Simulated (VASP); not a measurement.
# Hg in VASP: further runs

Hg is run at these levels: PBE; tasks: single point.

Program: VASP 6.6.1. These are calculated values, not measurements. Logs are shortened: lines on timing, memory, paths and dates and some standing lists are left out, and cuts for length are marked.

## Step 1: The cell of the first run

It takes space group I4_1/amd (No. 141, tetragonal). The conventional cell has a = 5.937 Å, b = 5.937 Å, c = 3.186 Å, α = 90.00°, β = 90.00°, γ = 90.00°. Within 4.0 Å of Hg (site symmetry -4m2) lie 10 Hg at 3.07 to 3.81 Å.

## Step 2: Single point, PBE

Input file INCAR:

```
PREC = Accurate
ENCUT = 520
EDIFF = 1E-7
ISMEAR = -1
SIGMA = 0.05
LREAL = F
LASPH = T
NELM = 80
ALGO = Normal
ISIF = 2
LWAVE = F
LCHARG = T
GGA = PE
LELF = T
LVHAR = T
NBANDS = 19
```

Input file KPOINTS:

```
regular mesh
0
Gamma
  10 10 10
```

Input file POSCAR:

```
Hg
1.0
   -2.9683079578      2.9683079578      1.5932464040
    2.9683079578     -2.9683079578      1.5932464040
    2.9683079578      2.9683079578     -1.5932464040
Hg
2
Direct
    0.0000000000      0.0000000000      0.0000000000
    0.7500000000      0.2500000000      0.5000000000
```

Potentials or basis: VASP PAW PBE potentials, release 64 (Hg).

Command:

```console
$ cat potpaw_PBE.64/Hg/POTCAR > POTCAR
$ mpirun -np 1 vasp_std > vasp.out
```

OUTCAR:

```text
PREC = Accurate
   ENCUT = 520
   EDIFF = 1E-7
   ISMEAR = -1
   LREAL = F
   LASPH = T
   NELM = 80
   ISIF = 2
   GGA = PE

 ion  position               nearest neighbor table
   1  0.000  0.000  0.000-   2 3.07   2 3.07   2 3.07   2 3.07   2 3.81   2 3.81   2 3.81   2 3.81

   2  0.750  0.250  0.500-   1 3.07   1 3.07   1 3.07   1 3.07   1 3.81   1 3.81   1 3.81   1 3.81

  LATTYP: Found a body centered tetragonal cell.
 ALAT       =     5.9366159156
 C/A-ratio  =     0.5367523945

  Lattice vectors:

 A1 = (  -2.9683079578,   2.9683079578,   1.5932464040)
 A2 = (   2.9683079578,  -2.9683079578,   1.5932464040)
 A3 = (   2.9683079578,   2.9683079578,  -1.5932464040)

Analysis of symmetry for initial positions (statically):
=====================================================================
 Subroutine PRICEL returns:
 Original cell was already a primitive cell.

 Routine SETGRP: Setting up the symmetry group for a
 body centered tetragonal supercell.

 Subroutine GETGRP returns: Found 16 space group operations
 (whereof  8 operations were pure point group operations)
 out of a pool of 16 trial point group operations.

The static configuration has the point symmetry D_2d.
 The point group associated with its full space group is D_4h.

Analysis of symmetry for dynamics (positions and initial velocities):
=====================================================================
 Subroutine PRICEL returns:
 Original cell was already a primitive cell.

 Routine SETGRP: Setting up the symmetry group for a
 body centered tetragonal supercell.

 Subroutine GETGRP returns: Found 16 space group operations
 (whereof  8 operations were pure point group operations)
 out of a pool of 16 trial point group operations.

The dynamic configuration has the point symmetry D_2d.
 The point group associated with its full space group is D_4h.

 Subroutine INISYM returns: Found 16 space group operations
 (whereof  8 operations are pure point group operations),
 and found     1 'primitive' translations

----------------------------------------------------------------------------------------

                                     Primitive cell

  volume of cell :      56.1514

[... 81 lines left out ...]
   ICHARG =      2    charge: 1-file 2-atom 10-const
   ISPIN  =      1    spin polarized calculation?
   LNONCOLLINEAR =      F non collinear calculations
   LSORBIT =      F    spin-orbit coupling
   LASPH  =      T    aspherical Exc in radial PAW
   ENCUT  =  520.0 eV  38.22 Ry    6.18 a.u.   8.35  8.35  8.35*2*pi/ulx,y,z
   NELM   =     80;   NELMIN=  2; NELMDL= -5     # of ELM steps
   EDIFF  = 0.1E-06   stopping-criterion for ELM
   LREAL  =      F    real-space projection
   EDIFFG = 0.1E-05   stopping-criterion for IOM
   NSW    =      0    number of steps for IOM
   IBRION =     -1    ionic relax: 0-MD 1-quasi-New 2-CG
   NFREE  =      0    steps in history (QN), initial steepest desc. (CG)
   ISIF   =      2    stress and relaxation
   ISYM   =      2    0-nonsym 1-usesym 2-fastsym
   POTIM  = 0.5000    time-step for ionic-motion
   TEBEG  =    0.0;   TEEND  =   0.0 temperature during run
   PSTRESS=    0.0 pullay stress
   NELECT =      24.0000    total number of electrons
   NUPDOWN=      -1.0000    fix difference up-down
   EMIN   =  10.00;   EMAX   =-10.00  energy-range for DOS
   EFERMI =   0.00;   METHOD = LEGACY
   ISMEAR =    -1;   SIGMA  =   0.05  broadening in eV -4-tet -1-fermi 0-gaus
   EFERMI_NEDOS =   21; number of points for ismear=-14 and -15
   IALGO  =     38    algorithm
   IMIX   =      4    mixing-type and parameters
     AMIX     =   0.40;   BMIX     =  1.00
     AMIX_MAG =   1.60;   BMIX_MAG =  1.00
  volume/ion in A,a.u.               =      28.08       189.46
  Fermi-wavevector in a.u.,A,eV,Ry     =   1.233176  2.330364 20.690683  1.520722
  Thomas-Fermi vector in A             =   2.367916
   LORBIT       =      0    0 simple, 1 ext, 2 COOP (PROOUT), +10 PAW based schemes
   GGA     = PE    functional components
   LHFCALC =     F    Hartree Fock is set to
   AEXX    =    0.0000 exact exchange contribution
   IVDW    =     0    specifies the selected vdW correction
   LEPSILON=     F    determine dielectric tensor
   LRPA    =     F    only Hartree local field effects (RPA)
 non-spin polarized calculation
  energy-cutoff  :      520.00
  volume of cell :       56.15
 maximum number of plane-waves:      1528
 NGX is ok and might be reduce to    36
   NGX = 17   NGY = 17   NGZ = 17

 number of electron      23.9999998 magnetization

 Free energy of the ion-electron system (eV)
  ---------------------------------------------------
  ext. energy  EPLUGINS =         0.00000000
  ---------------------------------------------------
  free energy    TOTEN  =        -0.33556299 eV

  energy without entropy =       -0.33100955  energy(sigma->0) =       -0.33328627

 E-fermi :   1.7258     XC(G=0):  -9.8704

 val. band max:        1.6675188069   @ k =   0.2000   0.0000  -0.0000
 cond. band min:       1.7316963118   @ k =  -0.4000  -0.4000   0.3000
 fundamental gap:      0.0641775049
 Fermi energy:         1.7258189311

 k-point     1 :       0.0000    0.0000    0.0000
  band No.  band energies     occupation
      1      -6.3577      2.00000
      2      -5.9057      2.00000
      3      -5.7844      2.00000
      4      -5.6456      2.00000
      5      -5.5626      2.00000
      6      -4.6178      2.00000
[... 505 lines left out ...]
      6      -4.7745      2.00000
[... 11 lines left out ...]
     18      11.9350      0.00000
     19      13.8231      0.00000

 [... further k-points ...]

------------------------ aborting loop because EDIFF is reached ----------------------------------------

  FORCE on cell =-STRESS in cart. coord.  units (eV):
  Direction    XX          YY          ZZ          XY          YZ          ZX
  --------------------------------------------------------------------------------------
  -------------------------------------------------------------------------------------
  Total        0.2866247      0.2866247      0.1803408      0.0000000      0.0000000      0.0000000
  in kB        8.1783070      8.1783070      5.1456923      0.0000000      0.0000000      0.0000000
  external PRESSURE =       7.1674355 kB  Pullay stress =       0.0000000 kB

 VOLUME and BASIS-vectors are now :
 -----------------------------------------------------------------------------
  energy-cutoff  :      520.00
  volume of cell :       56.15
      direct lattice vectors                 reciprocal lattice vectors
    -2.968307958  2.968307958  1.593246404     0.000000000  0.168446134  0.313824653
     2.968307958 -2.968307958  1.593246404     0.168446134  0.000000000  0.313824653
     2.968307958  2.968307958 -1.593246404     0.168446134  0.168446134  0.000000000

 POSITION                                       TOTAL-FORCE (eV/Angst)
 -----------------------------------------------------------------------------------
      0.00000      0.00000      0.00000        -0.000000      0.000000     -0.000000
      0.00000      2.96831      0.79662         0.000000     -0.000000      0.000000
 -----------------------------------------------------------------------------------
    total drift:                               -0.000000      0.000000     -0.000000

  FREE ENERGIE OF THE ION-ELECTRON SYSTEM (eV)
  ---------------------------------------------------
  free  energy   TOTEN  =        -0.3355629875 eV

  energy  without entropy=       -0.3310095515  energy(sigma->0) =       -0.33328627
```

stdout:

```text
POSCAR found type information on POSCAR Hg
 POSCAR found :  1 types and       2 ions
 scaLAPACK will be used
 LDA part: xc-table for (Slater+PW92), standard interpolation
 POSCAR, INCAR and KPOINTS ok, starting setup
 FFT: planning ... GRIDC
 FFT: planning ... GRID_SOFT
 FFT: planning ... GRID
 WAVECAR not read
 entering main loop
```

Run time: 2.5 min. Hardware: 1 thread of Oxide Virtual Turin-like, shared host; peak memory 0.22 GiB.

What came out:

```yaml
Free_energy: -0.3356 eV
Pressure: 0.7 GPa
Band_gap_on_the_k_mesh: zero (band 12 reaches 3.67 eV, above the bottom of band 13 at 0.24 eV)
```

Stress tensor (GPa, compression positive):
```
0.82 0.00 0.00
0.00 0.82 0.00
0.00 0.00 0.51
```

Levels at points of the mesh, in eV from the Fermi level:
```tsv
k point	band 8	band 9	band 10	band 11	band 12	band 13	band 14	band 15	band 16	band 17
(0.00, 0.00, 0.00)	-6.32	-6.32	-5.96	-5.57	0.84	1.84	1.84	7.46	10.53	10.53
(0.50, 0.00, 0.00)	-6.07	-5.98	-5.79	-2.38	-1.68	2.03	2.31	3.14	6.98	7.17
(0.50, 0.50, 0.00)	-6.32	-6.10	-6.10	-5.24	-5.24	5.33	5.33	5.79	5.79	10.47
(0.50, 0.50, 0.50)	-6.31	-6.28	-6.28	-2.80	-2.80	-1.48	-1.48	10.00	10.00	14.57
```

Caveat: spin-orbit coupling is left out, which moves the levels of the heavy elements.

## Step 3: Single point, PBE

This run uses another cell than the first one, of 28.62 Å³/atom, 1.019 times its volume.

Input file INCAR:

```
PREC = Accurate
ENCUT = 520
EDIFF = 1E-7
ISMEAR = -1
SIGMA = 0.05
LREAL = False
LASPH = True
NELM = 100
ALGO = Fast
ISIF = 2
LWAVE = False
LCHARG = False
GGA = PE
NBANDS = 19
```

KPOINTS is that of step 2.

Input file POSCAR:

```
Hg
1.0
   -2.9872148877      2.9872148877      1.6033947439
    2.9872148877     -2.9872148877      1.6033947439
    2.9872148877      2.9872148877     -1.6033947439
Hg
2
Direct
    0.0000000000      0.0000000000      0.0000000000
    0.7500000000      0.2500000000      0.5000000000
```

Potentials or basis: VASP PAW PBE potentials, release 64 (Hg).

Command:

```console
$ cat potpaw_PBE.64/Hg/POTCAR > POTCAR
$ mpirun -np 1 vasp_std > vasp.out
```

It took 3.3 min on 1 thread of Oxide Virtual Turin-like, shared host; peak memory 0.23 GiB.

The run converged. Its results:

```yaml
Free_energy: -0.3397 eV
Pressure: 0.3 GPa
Band_gap_on_the_k_mesh: zero (band 12 reaches 3.42 eV, above the bottom of band 13 at 0.20 eV)
```

Stress tensor (GPa, compression positive):
```
0.44 0.00 0.00
0.00 0.44 0.00
0.00 0.00 0.15
```

Levels at points of the mesh, in eV from the Fermi level:
```csv
k point,band 8,band 9,band 10,band 11,band 12,band 13,band 14,band 15,band 16,band 17
"(0.00, 0.00, 0.00)",-6.30,-6.30,-5.95,-5.58,0.73,1.84,1.84,7.39,10.41,10.41
"(0.50, 0.00, 0.00)",-6.06,-5.98,-5.79,-2.42,-1.65,1.94,2.30,3.12,6.90,7.08
"(0.50, 0.50, 0.00)",-6.30,-6.09,-6.09,-5.20,-5.20,5.26,5.26,5.69,5.69,10.36
"(0.50, 0.50, 0.50)",-6.29,-6.26,-6.26,-2.83,-2.83,-1.42,-1.42,9.87,9.87,14.36
```

Caveat: spin-orbit coupling is left out, which moves the levels of the heavy elements.

## Step 4: Single point, PBE (atoms moved at random)

Input file INCAR:

```
PREC     = Accurate       # precision mode
ENCUT    = 520            # plane-wave cutoff, eV
EDIFF    = 1E-6           # SCF threshold, eV
ISMEAR   = -1             # smearing method
SIGMA    = 0.05           # smearing width, eV
LREAL    = F              # projectors in reciprocal space
LASPH    = T              # aspherical terms in the spheres
NELM     = 60             # most SCF steps
ALGO     = Fast           # electronic algorithm
ISIF     = 2              # what is computed and relaxed
LWAVE    = F              # write WAVECAR
LCHARG   = F              # write CHGCAR
GGA      = PE             # functional
NBANDS   = 19             # bands
```

Input file KPOINTS:

```
Automatic mesh
0
Gamma
  10 10 10
```

Input file POSCAR:

```
Hg
1.0
   -2.9297541400      2.9297541400      1.5725525500
    2.9297541400     -2.9297541400      1.5725525500
    2.9297541400      2.9297541400     -1.5725525500
Hg
2
Direct
   -0.0007700000      0.0059980000      0.0033530000
    0.7537850000      0.2473270000      0.4840710000
```

Command:

```console
$ cat potpaw_PBE.64/Hg/POTCAR > POTCAR
$ mpirun -np 1 vasp_std > vasp.out
```

Wall time 10 min (1 thread of Oxide Virtual Turin-like, shared host); peak memory 0.49 GiB.

The run converged. Its results:

```yaml
Free_energy: -0.3069 eV
Pressure: 1.9 GPa
Largest_force: 0.245 eV/Å
Band_gap_on_the_k_mesh: zero (band 12 reaches 4.18 eV, above the bottom of band 13 at 0.35 eV)
```

Forces on the atoms (eV/Å):
```
Hg  -0.241 -0.041  0.016
Hg   0.241  0.041 -0.016
```

Stress tensor (GPa, compression positive):
```
 2.22 -0.03 -0.49
-0.03  1.70  0.09
-0.49  0.09  1.66
```

Levels at points of the mesh, in eV from the Fermi level:
```csv
k point,band 10,band 11,band 12,band 13,band 14,band 15
"(0.00, 0.00, 0.00)",-5.97,-5.55,1.08,1.82,1.84,7.58
"(0.50, 0.00, 0.00)",-5.76,-2.31,-1.73,2.20,2.30,3.16
"(0.50, 0.00, 0.50)",-5.81,-2.27,-1.84,2.28,2.31,3.14
"(0.00, 0.50, 0.50)",-5.76,-2.33,-1.70,2.17,2.32,3.19
"(0.00, 0.50, 0.00)",-5.80,-2.38,-1.68,2.13,2.40,3.34
"(0.50, 0.50, 0.00)",-6.11,-5.39,-5.26,5.26,5.51,6.07
"(0.00, 0.00, 0.50)",-6.11,-5.42,-5.22,5.23,5.62,6.03
"(0.50, 0.50, 0.50)",-6.29,-2.80,-2.71,-1.62,-1.57,10.15
```

Caveat: the cell differs from its parent crystal (atoms moved at random); spin-orbit coupling is left out, which moves the levels of the heavy elements.

## Step 5: The runs side by side

```csv
cell,gap on the mesh (eV),pressure (GPa)
"a = 4.490 Å, angles 97.2, 97.2, 138.4°, 2 atoms",none,0.7
"a = 4.519 Å, angles 97.2, 97.2, 138.4°, 2 atoms",none,0.3
"a = 4.432 Å, angles 97.2, 97.2, 138.4°, 2 atoms",none,1.9
```

Alike in all rows: task single point; level PBE; potentials or basis VASP PAW PBE potentials, release 64 (Hg); no spin polarisation; k mesh 10 × 10 × 10; cutoff (eV) 520; smearing fermi-dirac 0.05 eV.

Caveats: spin-orbit coupling is left out, which moves the levels of the heavy elements.

Absolute energies hang on the potentials; compare differences alone.
